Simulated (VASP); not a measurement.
# Cd48HSe48 (a cell with a defect) in VASP: a series of runs

The runs below take Cd48HSe48 (a cell with a defect) through single point, with PBEsol.

All numbers are computed with VASP 6.6.1; they aren't measurements. Logs are shortened: lines on timing, memory, paths and dates and some standing lists are left out, and cuts for length are marked.

### 1 The cell of the first run

The cell holds a defect, 97 atoms: a = 12.907 Å, b = 14.903 Å, c = 14.042 Å, α = 90.00°, β = 90.00°, γ = 90.00°.

### 2 Single point, PBEsol

File INCAR:

```
SYSTEM = Cd48HSe48
PREC = Accurate
ENCUT = 400
EDIFF = 1E-6
ISMEAR = -1
SIGMA = 0.05
LREAL = Auto
LASPH = .TRUE.
NELM = 120
ALGO = Normal
ISIF = 2
LWAVE = .FALSE.
LCHARG = .FALSE.
GGA = PS
NBANDS = 486
NELECT = 864.0
ISYM = -1
GGA_COMPAT = .FALSE.
KPAR = 1
```

File KPOINTS:

```
explicit points
1
Reciprocal
  0.25000000   0.25000000   0.25000000 1
```

File POSCAR:

```
Cd48HSe48
1.0
   12.9066740000      0.0000000000      0.0000000000
    0.0000000000     14.9033430000      0.0000000000
    0.0000000000      0.0000000000     14.0415350000
Cd Se H
48 48 1
Direct
    0.0000620000      0.1658430000      0.9995440000
    0.0009810000      0.1666610000      0.4980310000
    0.3337060000      0.1657890000      0.9994200000
    0.3326230000      0.1666000000      0.4981220000
    0.1668420000      0.4155350000      0.9995480000
    0.1668360000      0.4159730000      0.4994210000
    0.0022950000      0.6660660000      0.0015700000
    0.0001930000      0.6664410000      0.4974100000
    0.6668000000      0.1660580000      0.9991300000
    0.6668170000      0.1675100000      0.4998020000
    0.4997080000      0.4139220000      0.9999380000
    0.4990510000      0.4155220000      0.4987670000
    0.3313810000      0.6659870000      0.0015670000
    0.3332690000      0.6664340000      0.4973570000
    0.1669290000      0.9165930000      0.0003170000
    0.1668090000      0.9169160000      0.4993950000
    0.8339490000      0.4138430000      0.9999780000
    0.8344830000      0.4156220000      0.4989340000
    0.6667460000      0.6630450000      0.9994630000
    0.6667000000      0.6680830000      0.4846250000
    0.4982740000      0.9176610000      0.0021080000
    0.4991780000      0.9180280000      0.4957080000
    0.8355110000      0.9176500000      0.0021390000
    0.8344700000      0.9180890000      0.4957740000
    0.1667980000      0.0833110000      0.2487600000
    0.1666810000      0.0819680000      0.7507400000
    0.0004690000      0.3329150000      0.2488720000
    0.0017930000      0.3313640000      0.7495220000
    0.5001620000      0.0842450000      0.2493530000
    0.4977450000      0.0847730000      0.7485680000
    0.3330220000      0.3328450000      0.2487560000
    0.3317450000      0.3309990000      0.7495050000
    0.1667510000      0.5821720000      0.2500050000
    0.1666800000      0.5824050000      0.7493710000
    0.0008150000      0.8332920000      0.2497460000
    0.0027510000      0.8325760000      0.7530210000
    0.8333890000      0.0842850000      0.2493150000
    0.8360550000      0.0853150000      0.7488100000
    0.6667400000      0.3326570000      0.2497480000
    0.6667700000      0.3318190000      0.7499260000
    0.4993040000      0.5821230000      0.2471680000
    0.4856940000      0.5778130000      0.7551790000
    0.3327790000      0.8332790000      0.2497180000
    0.3310110000      0.8325150000      0.7530540000
    0.8341660000      0.5821490000      0.2471310000
    0.8474310000      0.5781850000      0.7554700000
    0.6668040000      0.8335300000      0.2473100000
    0.6671390000      0.8729690000      0.7644250000
    0.0002270000      0.1663840000      0.1870050000
    0.0021080000      0.1659600000      0.6858840000
    0.3334570000      0.1663260000      0.1869100000
    0.3316360000      0.1655400000      0.6859720000
    0.1667920000      0.4163080000      0.1869390000
    0.1669010000      0.4163170000      0.6871160000
    0.0008610000      0.6666140000      0.1884660000
    0.0020120000      0.6678330000      0.6858230000
    0.6668050000      0.1664890000      0.1866950000
    0.6668240000      0.1652120000      0.6875230000
    0.5002110000      0.4154630000      0.1871700000
    0.4989590000      0.4138970000      0.6870520000
    0.3327320000      0.6665940000      0.1884690000
    0.3313090000      0.6678290000      0.6857350000
    0.1668440000      0.9165530000      0.1876670000
    0.1669290000      0.9160640000      0.6873160000
    0.8333720000      0.4154560000      0.1871970000
    0.8345510000      0.4141890000      0.6872310000
    0.6667760000      0.6663140000      0.1869860000
    0.6664730000      0.6402310000      0.6772820000
    0.4995470000      0.9170200000      0.1888880000
    0.4959240000      0.9166220000      0.6848960000
    0.8341650000      0.9170420000      0.1889220000
    0.8380960000      0.9171910000      0.6849780000
    0.1667170000      0.0827520000      0.4364920000
    0.1667540000      0.0826240000      0.9377890000
    0.0005510000      0.3331250000      0.4366260000
    0.0004840000      0.3322140000      0.9368850000
    0.5003010000      0.0846640000      0.4371210000
    0.5003140000      0.0825460000      0.9363490000
    0.3328080000      0.3330210000      0.4365320000
    0.3330310000      0.3321980000      0.9368800000
    0.1666270000      0.5826020000      0.4376200000
    0.1667300000      0.5821610000      0.9368410000
    0.0004840000      0.8332640000      0.4375720000
    0.0001320000      0.8325200000      0.9392850000
    0.8331550000      0.0846740000      0.4370860000
    0.8332750000      0.0826160000      0.9365080000
    0.6667380000      0.3338040000      0.4376180000
    0.6667400000      0.3326010000      0.9371130000
    0.4985980000      0.5820300000      0.4353090000
    0.4984160000      0.5821030000      0.9400450000
    0.3329510000      0.8332480000      0.4375150000
    0.3335330000      0.8324580000      0.9392900000
    0.8346870000      0.5820880000      0.4353080000
    0.8350280000      0.5821030000      0.9402610000
    0.6667740000      0.8357640000      0.4359240000
    0.6668420000      0.8328000000      0.9420110000
    0.6671540000      0.5448800000      0.6456690000
```

Potentials or basis: VASP PAW PBE potentials, release 64 (Cd, Se, H).

Launch:

```bash
cat potpaw_PBE.64/Cd/POTCAR potpaw_PBE.64/Se/POTCAR potpaw_PBE.64/H/POTCAR > POTCAR
mpirun -np 4 vasp_std > vasp.out
```

OUTCAR:

```text
SYSTEM = Cd48HSe48
   PREC = Accurate
   ENCUT = 400
   EDIFF = 1E-6
   ISMEAR = -1
   LREAL = Auto
   LASPH = .TRUE.
   NELM = 120
   ISIF = 2
   GGA = PS
   NELECT = 864.0
   ISYM = -1

 ion  position               nearest neighbor table
   1  0.000  0.166  1.000-  74 2.63  76 2.63  49 2.63  86 2.64
   2  0.001  0.167  0.498-  73 2.62  75 2.63  85 2.63  50 2.64
   3  0.334  0.166  0.999-  80 2.63  74 2.63  51 2.63  78 2.64
   4  0.333  0.167  0.498-  73 2.63  79 2.63  77 2.63  52 2.64
   5  0.167  0.416  1.000-  80 2.63  53 2.63  76 2.63  82 2.63
   6  0.167  0.416  0.499-  79 2.63  75 2.63  81 2.63  54 2.64
[... 39 lines left out ...]
  46  0.847  0.578  0.755-  56 2.59  94 2.60  66 2.63  68 2.74
  47  0.667  0.834  0.247-  69 2.62  71 2.62  67 2.63  95 2.65
  48  0.667  0.873  0.764-  72 2.56  70 2.56  96 2.56
  49  0.000  0.166  0.187-  37 2.63  25 2.63  27 2.63   1 2.63
  50  0.002  0.166  0.686-  38 2.61  28 2.62  26 2.63   2 2.64
  51  0.333  0.166  0.187-  29 2.63  25 2.63  31 2.63   3 2.63
  52  0.332  0.166  0.686-  30 2.61  32 2.62  26 2.63   4 2.64
  53  0.167  0.416  0.187-  33 2.63  31 2.63  27 2.63   5 2.63
  54  0.167  0.416  0.687-  34 2.63  32 2.63  28 2.63   6 2.64
[... 40 lines left out ...]
  95  0.667  0.836  0.436-  20 2.59  22 2.62  24 2.63  47 2.65
  96  0.667  0.833  0.942-  48 2.56  21 2.65  23 2.66  19 2.66
  97  0.667  0.545  0.646-  68 1.49

IMPORTANT INFORMATION: All symmetrisations will be switched off!
NOSYMM: (Re-)initialisation of all symmetry stuff for point group C_1.

----------------------------------------------------------------------------------------

                                     Primitive cell

  volume of cell :    2700.9256

  direct lattice vectors                    reciprocal lattice vectors
    12.906674000  0.000000000  0.000000000     0.077479295  0.000000000  0.000000000
     0.000000000 14.903343000  0.000000000     0.000000000  0.067099039  0.000000000
     0.000000000  0.000000000 14.041535000     0.000000000  0.000000000  0.071217285

  length of vectors
    12.906674000 14.903343000 14.041535000     0.077479295  0.067099039  0.071217285

  position of ions in fractional coordinates (direct lattice)
     0.000062000  0.165843000  0.999544000
     0.000981000  0.166661000  0.498031000
     0.333706000  0.165789000  0.999420000
     0.332623000  0.166600000  0.498122000
     0.166842000  0.415535000  0.999548000
     0.166836000  0.415973000  0.499421000
[... 89 lines left out ...]
     0.666842000  0.832800000  0.942011000
     0.667154000  0.544880000  0.645669000

  ion indices of the primitive-cell ions
   primitive index   ion index
                 1           1
                 2           2
                 3           3
[... 130 lines left out ...]
   ISIF   =      2    stress and relaxation
   ISYM   =     -1    0-nonsym 1-usesym 2-fastsym
   POTIM  = 0.5000    time-step for ionic-motion
   TEBEG  =    0.0;   TEEND  =   0.0 temperature during run
   PSTRESS=    0.0 pullay stress
   NELECT =     864.0000    total number of electrons
   NUPDOWN=      -1.0000    fix difference up-down
   EMIN   =  10.00;   EMAX   =-10.00  energy-range for DOS
   EFERMI =   0.00;   METHOD = LEGACY
   ISMEAR =    -1;   SIGMA  =   0.05  broadening in eV -4-tet -1-fermi 0-gaus
   EFERMI_NEDOS =   21; number of points for ismear=-14 and -15
   IALGO  =     38    algorithm
   IMIX   =      4    mixing-type and parameters
     AMIX     =   0.40;   BMIX     =  1.00
     AMIX_MAG =   1.60;   BMIX_MAG =  1.00
  volume/ion in A,a.u.               =      27.84       187.90
  Fermi-wavevector in a.u.,A,eV,Ry     =   1.119632  2.115797 17.055927  1.253575
  Thomas-Fermi vector in A             =   2.256272
   LORBIT       =      0    0 simple, 1 ext, 2 COOP (PROOUT), +10 PAW based schemes
   GGA     = PS    functional components
   LHFCALC =     F    Hartree Fock is set to
   AEXX    =    0.0000 exact exchange contribution
   IVDW    =     0    specifies the selected vdW correction
   LEPSILON=     F    determine dielectric tensor
   LRPA    =     F    only Hartree local field effects (RPA)
 non-spin polarized calculation
  energy-cutoff  :      400.00
  volume of cell :     2700.93
 maximum number of plane-waves:     49072
 NGX is ok and might be reduce to    84
   NGX = 43   NGY = 49   NGZ = 45

 number of electron     863.9999883 magnetization

 Free energy of the ion-electron system (eV)
  ---------------------------------------------------
  ext. energy  EPLUGINS =         0.00000000
  ---------------------------------------------------
  free energy    TOTEN  =      -300.38012320 eV

  energy without entropy =     -300.38012276  energy(sigma->0) =     -300.38012298

 E-fermi :   1.5207     XC(G=0):  -9.0861

 val. band max:        0.7160015662   @ k =   0.2500   0.2500   0.2500
 cond. band min:       2.3145240421   @ k =   0.2500   0.2500   0.2500
 fundamental gap:      1.5985224759
 Fermi energy:         1.5207397669

 k-point     1 :       0.2500    0.2500    0.2500
  band No.  band energies     occupation
      1     -12.4744      2.00000
      2     -11.7948      2.00000
      3     -11.7079      2.00000
      4     -11.6942      2.00000
      5     -11.6694      2.00000
      6     -11.6090      2.00000
[... 436 lines left out ...]
    443       3.7198      0.00000
    444       3.7309      0.00000
 [bands above 444 left out]

------------------------ aborting loop because EDIFF is reached ----------------------------------------

  FORCE on cell =-STRESS in cart. coord.  units (eV):
  Direction    XX          YY          ZZ          XY          YZ          ZX
  --------------------------------------------------------------------------------------
  -------------------------------------------------------------------------------------
  Total       -3.2178151     -3.6400028     -2.6529803     -0.3344849     -0.4181035     -0.2382467
  in kB       -1.9087939     -2.1592338     -1.5737364     -0.1984150     -0.2480172     -0.1413269
  external PRESSURE =      -1.8805880 kB  Pullay stress =       0.0000000 kB

 VOLUME and BASIS-vectors are now :
 -----------------------------------------------------------------------------
  energy-cutoff  :      400.00
  volume of cell :     2700.93
      direct lattice vectors                 reciprocal lattice vectors
    12.906674000  0.000000000  0.000000000     0.077479295  0.000000000  0.000000000
     0.000000000 14.903343000  0.000000000     0.000000000  0.067099039  0.000000000
     0.000000000  0.000000000 14.041535000     0.000000000  0.000000000  0.071217285

 POSITION                                       TOTAL-FORCE (eV/Angst)
 -----------------------------------------------------------------------------------
      0.00080      2.47162     14.03513         0.000214      0.000725     -0.001742
      0.01266      2.48381      6.99312        -0.000718      0.002263      0.003475
      4.30703      2.47081     14.03339        -0.000722      0.001111     -0.002051
      4.29306      2.48290      6.99440         0.001051      0.002685      0.003629
      2.15338      6.19286     14.03519         0.000028      0.001152     -0.002362
      2.15330      6.19939      7.01264        -0.000661      0.003778      0.001219
[... 89 lines left out ...]
      8.60671     12.41150     13.22728         0.002033     -0.008671      0.015367
      8.61074      8.12053      9.06618         0.000730     -0.069090     -0.029721
 -----------------------------------------------------------------------------------
    total drift:                               -0.004977     -0.046321      0.036146

  FREE ENERGIE OF THE ION-ELECTRON SYSTEM (eV)
  ---------------------------------------------------
  free  energy   TOTEN  =      -300.3801231976 eV

  energy  without entropy=     -300.3801227602  energy(sigma->0) =     -300.38012298
```

Run time: 9.8 min. Hardware: 4 MPI ranks of Intel Xeon Platinum 8259CL at 2.50GHz (Skylake/Cascade Lake), shared host; peak memory 0.7 GiB.

Results:

| Item | Value |
| --- | --- |
| Free energy | -300.3801 eV |
| Largest force | 0.092 eV/Å |

Forces in eV/Å, atoms in the order of the input:
```
Cd   0.000  0.001 -0.002
Cd  -0.001  0.002  0.003
Cd  -0.001  0.001 -0.002
Cd   0.001  0.003  0.004
Cd   0.000  0.001 -0.002
Cd  -0.001  0.004  0.001
Cd   0.001  0.002  0.001
Cd  -0.001  0.001  0.006
Cd   0.000 -0.004 -0.001
Cd   0.000  0.001  0.000
Cd  -0.002  0.004 -0.001
Cd   0.001  0.002 -0.003
Cd  -0.002  0.002  0.001
Cd   0.001  0.001  0.006
Cd  -0.001  0.003  0.001
Cd   0.000  0.003  0.003
Cd   0.002  0.003 -0.001
Cd  -0.002  0.001 -0.003
Cd   0.001  0.001 -0.003
Cd  -0.001  0.007  0.000
Cd  -0.001 -0.002  0.000
Cd  -0.005  0.001  0.001
Cd   0.000 -0.003  0.000
Cd   0.006  0.000  0.003
Cd   0.000  0.001  0.002
Cd   0.000  0.003 -0.001
Cd   0.002 -0.001 -0.001
Cd   0.001  0.006  0.000
Cd   0.000  0.002  0.001
Cd   0.003 -0.004  0.002
Cd  -0.001 -0.001 -0.001
Cd   0.000  0.005 -0.001
Cd  -0.001 -0.002  0.002
Cd   0.000  0.002  0.000
Cd   0.001 -0.003  0.001
Cd  -0.003 -0.005 -0.001
Cd   0.000  0.002  0.001
Cd  -0.003 -0.001  0.003
Cd   0.000  0.000 -0.002
Cd   0.001 -0.004  0.001
Cd   0.000  0.003  0.002
Cd   0.005 -0.006  0.006
Cd  -0.001 -0.003 -0.001
Cd   0.001 -0.005 -0.001
Cd   0.001  0.003  0.003
Cd  -0.005 -0.007  0.005
Cd   0.001 -0.004 -0.002
Cd   0.000 -0.011 -0.005
Se   0.000 -0.003 -0.003
Se   0.006  0.000 -0.002
Se   0.002 -0.004 -0.003
Se  -0.009  0.000 -0.007
Se  -0.002  0.003  0.000
Se  -0.003 -0.001 -0.003
Se   0.005  0.000  0.003
Se   0.016  0.014 -0.004
Se  -0.002 -0.005  0.000
Se  -0.001  0.003  0.002
Se   0.002  0.003 -0.001
Se  -0.007  0.003  0.000
Se  -0.004 -0.001  0.000
Se  -0.017  0.014 -0.003
Se  -0.001  0.005 -0.001
Se  -0.001  0.000 -0.006
Se  -0.002  0.005  0.000
Se   0.008  0.004 -0.003
Se   0.000 -0.001 -0.001
Se   0.002  0.089  0.022
Se   0.003  0.009 -0.001
Se  -0.021 -0.006 -0.010
Se  -0.005  0.007 -0.001
Se   0.021 -0.006 -0.007
Se   0.000 -0.011 -0.004
Se  -0.002 -0.010  0.002
Se   0.002  0.005  0.001
Se   0.007  0.001  0.001
Se   0.001 -0.003 -0.003
Se  -0.003 -0.006 -0.004
Se  -0.002  0.003 -0.002
Se  -0.004  0.002  0.003
Se   0.001 -0.015  0.000
Se  -0.001 -0.010  0.001
Se  -0.003  0.006  0.000
Se  -0.001  0.001  0.001
Se   0.000 -0.003 -0.004
Se   0.000 -0.006 -0.004
Se   0.000  0.005  0.000
Se   0.001  0.001 -0.002
Se   0.001 -0.007  0.003
Se   0.001 -0.003  0.005
Se   0.004  0.003  0.001
Se   0.006  0.001  0.003
Se  -0.002 -0.006  0.001
Se  -0.001 -0.007  0.012
Se  -0.001  0.002  0.006
Se   0.002 -0.009  0.015
H    0.001 -0.069 -0.030
```

Levels at points of the mesh, in eV from the Fermi level:
```tsv
k point	band 430	band 431	band 432	band 433	band 434	band 435
(0.25, 0.25, 0.25)	-1.05	-0.88	-0.80	0.79	1.54	1.69
```

Caveat: the cell carries a net charge on a neutralising background, which shifts energy and pressure; the cell is charged against a uniform background, so pressure and absolute levels hang on convention; the PAW data sets were made with another functional, which shifts forces and pressure a little.

[end of part 1 of 2]
